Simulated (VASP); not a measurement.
## ZnGeO2: single point with PBE

Crystal: ZnGeO2.

```
Zn Ge O
1.0
     2.99111    0.00000    0.00000
     0.00000    2.99111    0.00000
     0.00000    0.00000    7.56836
Zn Ge O
1 1 2
Direct
  0.50000 0.50000 0.00000
  0.50000 0.50000 0.50000
  0.00000 0.00000 0.00000
  0.00000 0.00000 0.50000
```

| Quantity | Value |
| --- | --- |
| Program | VASP 6.6.1 |
| Task | single point |
| Functional | PBE |
| Potentials or basis | VASP PAW PBE potentials, release 64 (Zn, Ge_d, O) |
| Cutoff | 520 eV |
| k mesh | 6 × 6 × 4 |
| Occupations | gaussian, width 0.1 eV |
| Spin | no spin polarisation |
| Dipole correction | no |
| Further INCAR settings | ALGO = Normal; EDIFF = 1e-06; NBANDS = 27 |

```
Pressure               : 0.3 GPa
Band gap on the k mesh : zero (band 19 reaches 2.42 eV, above the bottom of band 20 at 1.89 eV)
```

Stress tensor (GPa, compression positive):
```
0.40 0.00 0.00
0.00 0.40 0.00
0.00 0.00 0.21
```

Levels at points of the mesh, in eV from the Fermi level:
```
           k point  band 15  band 16  band 17  band 18  band 19  band 20  band 21  band 22  band 23  band 24
(0.00, 0.00, 0.00)    -4.70    -4.70    -3.17    -2.56    -2.56    -0.18     1.71     6.23     6.50     8.47
(0.50, 0.00, 0.00)    -3.72    -3.58    -1.77    -0.67    -0.17     1.05     1.71     5.24     5.42     5.72
(0.50, 0.50, 0.00)    -5.36    -4.84    -4.84    -3.20    -1.74     2.17     2.22     6.94     6.94     7.27
(0.00, 0.00, 0.50)    -4.70    -4.70    -3.31    -2.56    -2.56    -0.32     2.64     3.88     8.48     9.73
(0.50, 0.00, 0.50)    -3.70    -3.58    -1.83    -0.67     0.21     0.90     1.81     4.24     5.40     5.86
(0.50, 0.50, 0.50)    -5.36    -4.84    -4.84    -3.18    -1.78     1.43     3.49     6.89     6.89     6.99
```

It took 26 s on 1 thread of Intel(R) Xeon(R) Platinum 8559C (Emerald Rapids), with other jobs on the host, peak memory 0.21 GiB.
